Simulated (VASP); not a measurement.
ZnSe, 2 atoms in the cell. The structure is tetragonal, space group I-4m2 (No. 119). Conventional cell: a = 3.946 Å, b = 3.946 Å, c = 6.047 Å, α = 90.00°, β = 90.00°, γ = 90.00°. Within 3.3 Å of Zn (site symmetry -4m2) lie 4 Se at 2.49 Å. Se (site symmetry -4m2) has 4 Zn at 2.49 Å within 3.3 Å.  This cell differs from its parent crystal: volume 23.537 Å^3 an atom, c/a of the conventional cell 1.0837.

| Quantity | Value |
| --- | --- |
| Program | VASP 6.6.1 |
| Task | single point |
| Functional | PBE |
| Potentials or basis | VASP PAW PBE potentials, release 64 (Zn, Se) |
| Cutoff | 520 eV |
| k mesh | 10 × 10 × 10 |
| Occupations | gaussian, width 0.05 eV |
| Spin | no spin polarisation |
| Dipole correction | no |
| Further INCAR settings | ALGO = Normal; EDIFF = 1e-06; NBANDS = 16 |

Potentials or basis: VASP PAW PBE potentials, release 64 (Zn, Se).

Launch:

```sh
$ cat potpaw_PBE.64/Zn/POTCAR potpaw_PBE.64/Se/POTCAR > POTCAR
$ mpirun -np 1 vasp_std > vasp.out
```

Hardware: 1 thread of Intel(R) Xeon(R) 6975P-C (Granite Rapids), on a shared host.

Estimate the wall time of this run.

It took 32 s on 1 thread of Intel(R) Xeon(R) 6975P-C (Granite Rapids), with other jobs on the host, peak memory 0.23 GiB. Counts: scf iterations 13, k points 102.
